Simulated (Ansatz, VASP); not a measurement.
# Au in VASP and in Ansatz

```xyz
1
Lattice="-1.6506 1.6506 1.6506 1.6506 -1.6506 1.6506 1.6506 1.6506 -1.6506" Properties=species:S:1:pos:R:3 pbc="T T T"
Au    0.0000    0.0000    0.0000
```

Alike in both runs: task single point; functional PBE; k mesh 18 × 18 × 18; occupations gaussian, width 0.05 eV; no spin polarisation.

```csv
,VASP,Ansatz
version,VASP 6.6.1,Ansatz 0.2.0
potentials or method,"VASP PAW PBE potentials, release 64 (Au), cutoff 520 eV","scalar-relativistic, plane waves, PAW"
valence electrons in the cell,11,19
```

|  | VASP | Ansatz | Ansatz less VASP |
| --- | --- | --- | --- |
| gap on the k mesh at the Fermi level (eV) | none | none | - |
| pressure (GPa) | -0.3 | 0.0 | +0.24 |

A gap of «none» marks a metal or a gap that the smearing closes. The functional is the same, so the differences come from potentials, cutoffs and numerics. VASP's potentials hold 11 valence electrons a cell and Ansatz's 19, so a difference there can come from the potentials and not from the codes.

Spin-orbit coupling is off throughout.
